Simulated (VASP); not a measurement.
# KYSe2 (P4/mmm) in VASP: single point with HSE06

Aim: the single point of KYSe2 with HSE06.

All numbers are computed with VASP 6.6.1; they aren't measurements. Logs are shortened: lines on timing, memory, paths and dates and some standing lists are left out, and cuts for length are marked.

**1. The cell of the first run**

The structure is tetragonal, space group P4/mmm (No. 123). Conventional cell: a = 4.320 Å, b = 4.320 Å, c = 5.868 Å, α = 90.00°, β = 90.00°, γ = 90.00°. Within 3.9 Å of K (site symmetry 4/mmm) lie 6 Se at 2.93 to 3.05 Å. Se (site symmetry 4/mmm) has 2 K at 2.93 Å and 4 Y at 3.05 Å within 3.9 Å. Se (site symmetry 4/mmm) has 2 Y at 2.93 Å and 4 K at 3.05 Å within 3.9 Å. Y (site symmetry 4/mmm) has 6 Se at 2.93 to 3.05 Å within 3.9 Å.

**2. Single point, HSE06**

The input, POSCAR:

```
KYSe2
1.0
    4.3197464662      0.0000000000      0.0000000000
    0.0000000000      4.3197464662      0.0000000000
    0.0000000000      0.0000000000      5.8682760692
K Se Y
1 2 1
Direct
    0.0000000000      0.0000000000      0.0000000000
    0.0000000000      0.0000000000      0.5000000000
    0.5000000000      0.5000000000      0.0000000000
    0.5000000000      0.5000000000      0.5000000000
```

The input, INCAR.step1:

```
SYSTEM = KYSe2
ALGO = Normal
EDIFF = 1E-5
ENCUT = 400
GGA = PE
GGA_COMPAT = .False.
ISIF = 2
ISMEAR = 0
LASPH = .True.
LREAL = .False.
LWAVE = .True.
NBANDS = 24
NELM = 120
PREC = Accurate
SIGMA = 0.01
```

The input, INCAR.step2:

```
SYSTEM = KYSe2
ALGO = Normal
EDIFF = 1E-6
ENCUT = 400
GGA = PE
GGA_COMPAT = .False.
HFSCREEN = 0.2079
ISIF = 2
ISMEAR = 0
ISTART = 1
LASPH = .True.
LCHARG = .True.
LELF = .True.
LHFCALC = .True.
LREAL = .False.
LVHAR = .True.
LWAVE = .False.
NBANDS = 24
NELM = 120
PREC = Accurate
PRECFOCK = Normal
SIGMA = 0.01
```

The input, KPOINTS:

```
k-points
0
Gamma
  4 4 4
  0 0 0
```

Potentials or basis: VASP PAW PBE potentials, release 64 (K_sv, Se, Y_sv).

Command:

```sh
$ cat potpaw_PBE.64/K_sv/POTCAR potpaw_PBE.64/Se/POTCAR potpaw_PBE.64/Y_sv/POTCAR > POTCAR
$ cp INCAR.step1 INCAR
$ mpirun -np 1 vasp_std > vasp.out
$ cp INCAR.step2 INCAR
$ mpirun -np 1 vasp_std > vasp.out
```

OUTCAR:

```text
SYSTEM = KYSe2
   EDIFF = 1E-6
   ENCUT = 400
   GGA = PE
   HFSCREEN = 0.2079
   ISIF = 2
   ISMEAR = 0
   ISTART = 1
   LASPH = .True.
   LHFCALC = .True.
   LREAL = .False.
   NELM = 120
   PREC = Accurate
   PRECFOCK = Normal

 ion  position               nearest neighbor table
   1  0.000  0.000  0.000-   2 2.93   2 2.93   3 3.05   3 3.05   3 3.05   3 3.05
   2  0.000  0.000  0.500-   1 2.93   1 2.93   4 3.05   4 3.05   4 3.05   4 3.05
   3  0.500  0.500  0.000-   4 2.93   4 2.93   1 3.05   1 3.05   1 3.05   1 3.05
   4  0.500  0.500  0.500-   3 2.93   3 2.93   2 3.05   2 3.05   2 3.05   2 3.05

  LATTYP: Found a simple tetragonal cell.
 ALAT       =     4.3197464662
 C/A-ratio  =     1.3584769651

  Lattice vectors:

 A1 = (   4.3197464662,   0.0000000000,   0.0000000000)
 A2 = (   0.0000000000,   4.3197464662,   0.0000000000)
 A3 = (   0.0000000000,   0.0000000000,   5.8682760692)

Analysis of symmetry for initial positions (statically):
=====================================================================
 Subroutine PRICEL returns:
 Original cell was already a primitive cell.

 Routine SETGRP: Setting up the symmetry group for a
 simple tetragonal supercell.

 Subroutine GETGRP returns: Found 16 space group operations
 (whereof 16 operations were pure point group operations)
 out of a pool of 16 trial point group operations.

The static configuration has the point symmetry D_4h.

Analysis of symmetry for dynamics (positions and initial velocities):
=====================================================================
 Subroutine PRICEL returns:
 Original cell was already a primitive cell.

 Routine SETGRP: Setting up the symmetry group for a
 simple tetragonal supercell.

 Subroutine GETGRP returns: Found 16 space group operations
 (whereof 16 operations were pure point group operations)
 out of a pool of 16 trial point group operations.

The dynamic configuration has the point symmetry D_4h.

 Subroutine INISYM returns: Found 16 space group operations
 (whereof 16 operations are pure point group operations),
 and found     1 'primitive' translations

----------------------------------------------------------------------------------------

                                     Primitive cell

  volume of cell :     109.5033

  direct lattice vectors                    reciprocal lattice vectors
     4.319746466  0.000000000  0.000000000     0.231495068  0.000000000  0.000000000
     0.000000000  4.319746466  0.000000000     0.000000000  0.231495068  0.000000000
     0.000000000  0.000000000  5.868276069     0.000000000  0.000000000  0.170407797

  length of vectors
     4.319746466  4.319746466  5.868276069     0.231495068  0.231495068  0.170407797

  position of ions in fractional coordinates (direct lattice)
     0.000000000  0.000000000  0.000000000
     0.000000000  0.000000000  0.500000000
     0.500000000  0.500000000  0.000000000
     0.500000000  0.500000000  0.500000000

  ion indices of the primitive-cell ions
   primitive index   ion index
                 1           1
                 2           2
                 3           3
                 4           4

----------------------------------------------------------------------------------------

 KPOINTS: k-points

Automatic generation of k-mesh.
 Grid dimensions read from file:
 generate k-points for:    4    4    4

 Generating k-lattice:

  Cartesian coordinates                     Fractional coordinates (reciprocal lattice)
     0.057873767  0.000000000  0.000000000     0.250000000  0.000000000  0.000000000
     0.000000000  0.057873767  0.000000000     0.000000000  0.250000000  0.000000000
     0.000000000  0.000000000  0.042601949     0.000000000  0.000000000  0.250000000

  Length of vectors
     0.057873767  0.057873767  0.042601949

  Shift w.r.t. Gamma in fractional coordinates (k-lattice)
     0.000000000  0.000000000  0.000000000

 Subroutine IBZKPT returns following result:
 ===========================================

 Found     18 irreducible k-points:

 Following reciprocal coordinates:
            Coordinates               Weight
  0.000000  0.000000  0.000000      1.000000
  0.250000  0.000000  0.000000      4.000000
  0.500000  0.000000  0.000000      2.000000
  0.250000  0.250000  0.000000      4.000000
  0.500000  0.250000  0.000000      4.000000
  0.500000  0.500000  0.000000      1.000000
[... 10 lines left out ...]
  0.500000  0.250000  0.500000      4.000000
  0.500000  0.500000  0.500000      1.000000
   k-points           NKPTS =     18   k-points in BZ     NKDIM =     64   number of bands    NBANDS=     24
   number of dos      NEDOS =    301   number of ions     NIONS =      4
   total plane-waves  NPLWV =  31360
   dimension x,y,z NGX =    28 NGY =   28 NGZ =   40
   dimension x,y,z NGXF=    56 NGYF=   56 NGZF=   80
   ions per type =               1   2   1
   NGX,Y,Z   is equivalent  to a cutoff of  10.78, 10.78, 11.33 a.u.
   NGXF,Y,Z  is equivalent  to a cutoff of  21.55, 21.55, 22.66 a.u.
 SYSTEM =  KYSe2
   PREC   = accura    normal or accurate (medium, high low for compatibility)
   ISTART =      1    job   : 0-new  1-cont  2-samecut
   ICHARG =      0    charge: 1-file 2-atom 10-const
   ISPIN  =      1    spin polarized calculation?
   LNONCOLLINEAR =      F non collinear calculations
   LSORBIT =      F    spin-orbit coupling
   LASPH  =      T    aspherical Exc in radial PAW
   ENCUT  =  400.0 eV  29.40 Ry    5.42 a.u.   7.04  7.04  9.57*2*pi/ulx,y,z
   NELM   =    120;   NELMIN=  2; NELMDL=  0     # of ELM steps
   EDIFF  = 0.1E-05   stopping-criterion for ELM
   LREAL  =      F    real-space projection
   EDIFFG = 0.1E-04   stopping-criterion for IOM
   NSW    =      0    number of steps for IOM
   IBRION =     -1    ionic relax: 0-MD 1-quasi-New 2-CG
   NFREE  =      0    steps in history (QN), initial steepest desc. (CG)
   ISIF   =      2    stress and relaxation
   ISYM   =      3    0-nonsym 1-usesym 2-fastsym
   POTIM  = 0.5000    time-step for ionic-motion
   TEBEG  =    0.0;   TEEND  =   0.0 temperature during run
   PSTRESS=    0.0 pullay stress
   NELECT =      32.0000    total number of electrons
   NUPDOWN=      -1.0000    fix difference up-down
   EMIN   =  10.00;   EMAX   =-10.00  energy-range for DOS
   EFERMI =   0.00;   METHOD = LEGACY
   ISMEAR =     0;   SIGMA  =   0.01  broadening in eV -4-tet -1-fermi 0-gaus
   EFERMI_NEDOS =   21; number of points for ismear=-14 and -15
   IALGO  =     38    algorithm
   IMIX   =      1    mixing-type and parameters
     AMIX     =   0.40;   BMIX     =  1.00
     AMIX_MAG =   1.60;   BMIX_MAG =  1.00
  volume/ion in A,a.u.               =      27.38       184.74
  Fermi-wavevector in a.u.,A,eV,Ry     =   1.086382  2.052964 16.057941  1.180225
  Thomas-Fermi vector in A             =   2.222517
   LORBIT       =      0    0 simple, 1 ext, 2 COOP (PROOUT), +10 PAW based schemes
   GGA     = PE    functional components
   LHFCALC =     T    Hartree Fock is set to
   PRECFOCK=normal    Normal, Fast or Accurate (Low or Medium for compatibility)
   ENCUT4O =  -1.0   cutoff for four orbital integrals eV
   NKREDX  =     1    reduce k-point grid by
   NKREDY  =     1    reduce k-point grid by
   NKREDZ  =     1    reduce k-point grid by
   AEXX    =    0.2500 exact exchange contribution
   HFSCREEN=    0.2079 screening length (either q_TF or 0.3 A-1)
   HFSCREENC=   0.2079 screening length for correlation (either q_TF or 0.3 A-1)
   ENCUTFOCK=  -1.0 apply spherical cutoff to Coloumb kernel
   IVDW    =     0    specifies the selected vdW correction
   LEPSILON=     F    determine dielectric tensor
   LRPA    =     F    only Hartree local field effects (RPA)
 non-spin polarized calculation
 Gauss-broadening in eV      SIGMA  =   0.01
  energy-cutoff  :      400.00
  volume of cell :      109.50
 maximum number of plane-waves:      2016
  NGX = 24; NGY = 24; NGZ = 30

 number of electron      32.0000007 magnetization

 Free energy of the ion-electron system (eV)
  ---------------------------------------------------
  ext. energy  EPLUGINS =         0.00000000
  ---------------------------------------------------
  free energy    TOTEN  =       -23.79183911 eV

  energy without entropy =      -23.79183911  energy(sigma->0) =      -23.79183911

 E-fermi :   1.7372     XC(G=0):  -7.5699

 val. band max:        1.6907165712   @ k =   0.0000   0.0000   0.0000
 cond. band min:       2.6325545333   @ k =   0.0000   0.0000   0.0000
 fundamental gap:      0.9418379621
 Fermi energy:         1.7371951563

 k-point     1 :       0.0000    0.0000    0.0000
  band No.  band energies     occupation
      1     -44.8776      2.00000
      2     -29.0804      2.00000
      3     -23.4615      2.00000
      4     -23.4615      2.00000
      5     -23.3439      2.00000
      6     -11.9726      2.00000
[... 16 lines left out ...]
     23       7.8916      0.00000
     24       8.6208      0.00000

 k-point     2 :       0.2500    0.0000    0.0000
  band No.  band energies     occupation
      1     -44.8767      2.00000
      2     -29.0768      2.00000
      3     -23.4940      2.00000
      4     -23.4557      2.00000
      5     -23.3412      2.00000
      6     -11.8583      2.00000
[... 16 lines left out ...]
     23       8.7674      0.00000
     24       9.1867      0.00000

 k-point     3 :       0.5000    0.0000    0.0000
  band No.  band energies     occupation
      1     -44.8757      2.00000
      2     -29.0733      2.00000
      3     -23.5260      2.00000
      4     -23.4499      2.00000
      5     -23.3385      2.00000
      6     -12.0014      2.00000
[... 16 lines left out ...]
     23       8.2438      0.00000
     24       9.6537      0.00000
[... 352 lines left out ...]
 k-point    17 :       0.5000    0.2500    0.5000
  band No.  band energies     occupation
      1     -44.8747      2.00000
      2     -29.0695      2.00000
      3     -23.5173      2.00000
      4     -23.4789      2.00000
      5     -23.3419      2.00000
      6     -12.3729      2.00000
[... 16 lines left out ...]
     23       8.7720      0.00000
     24       9.1821      0.00000

 k-point    18 :       0.5000    0.5000    0.5000
  band No.  band energies     occupation
      1     -44.8736      2.00000
      2     -29.0663      2.00000
      3     -23.5087      2.00000
      4     -23.5087      2.00000
      5     -23.3397      2.00000
      6     -12.3935      2.00000
[... 16 lines left out ...]
     23       8.4561      0.00000
     24      10.6713      0.00000

------------------------ aborting loop because EDIFF is reached ----------------------------------------

  FORCE on cell =-STRESS in cart. coord.  units (eV):
  Direction    XX          YY          ZZ          XY          YZ          ZX
  --------------------------------------------------------------------------------------
  -------------------------------------------------------------------------------------
  Total       -0.0017487     -0.0017487     -0.2903864      0.0000000     -0.0000000      0.0000000
  in kB       -0.0255851     -0.0255851     -4.2487372      0.0000000     -0.0000000      0.0000000
  external PRESSURE =      -1.4333024 kB  Pullay stress =       0.0000000 kB

 VOLUME and BASIS-vectors are now :
 -----------------------------------------------------------------------------
  energy-cutoff  :      400.00
  volume of cell :      109.50
      direct lattice vectors                 reciprocal lattice vectors
     4.319746466  0.000000000  0.000000000     0.231495068  0.000000000  0.000000000
     0.000000000  4.319746466  0.000000000     0.000000000  0.231495068  0.000000000
     0.000000000  0.000000000  5.868276069     0.000000000  0.000000000  0.170407797

 POSITION                                       TOTAL-FORCE (eV/Angst)
 -----------------------------------------------------------------------------------
      0.00000      0.00000      0.00000         0.000000      0.000000      0.000000
      0.00000      0.00000      2.93414         0.000000      0.000000      0.000000
      2.15987      2.15987      0.00000         0.000000      0.000000      0.000000
      2.15987      2.15987      2.93414         0.000000      0.000000      0.000000
 -----------------------------------------------------------------------------------
    total drift:                                0.000000      0.000000      0.000001

  FREE ENERGIE OF THE ION-ELECTRON SYSTEM (eV)
  ---------------------------------------------------
  free  energy   TOTEN  =       -23.7918391106 eV

  energy  without entropy=      -23.7918391106  energy(sigma->0) =      -23.79183911
```

Wall time 77 min (1 thread of Intel Xeon 8259CL, shared host); peak memory 0.33 GiB.

Results:

- Free energy: -23.7918 eV
- Pressure: -0.1 GPa
- Band gap on the k mesh: 0.94 eV

Stress tensor (GPa, compression positive):
```
 0.00  0.00  0.00
 0.00  0.00  0.00
 0.00  0.00 -0.42
```

Levels at points of the mesh, in eV from the valence-band top:
| k point | band 14 | band 15 | band 16 | band 17 | band 18 | band 19 |
| --- | --- | --- | --- | --- | --- | --- |
| (0.00, 0.00, 0.00) | -0.47 | 0.00 | 0.00 | 0.94 | 2.73 | 2.73 |
| (0.50, 0.00, 0.00) | -1.86 | -1.73 | -0.63 | 3.36 | 3.60 | 3.81 |
| (0.50, 0.50, 0.00) | -1.18 | -0.72 | -0.72 | 1.65 | 1.65 | 3.62 |
| (0.00, 0.00, 0.50) | -1.96 | -0.51 | -0.51 | 1.04 | 2.76 | 2.90 |
| (0.50, 0.00, 0.50) | -2.58 | -1.02 | -0.91 | 3.88 | 4.43 | 4.46 |
| (0.50, 0.50, 0.50) | -2.00 | -1.52 | -1.52 | 3.59 | 3.59 | 3.69 |

Caveat: the PAW data sets were made with another functional, which shifts forces and pressure a little.
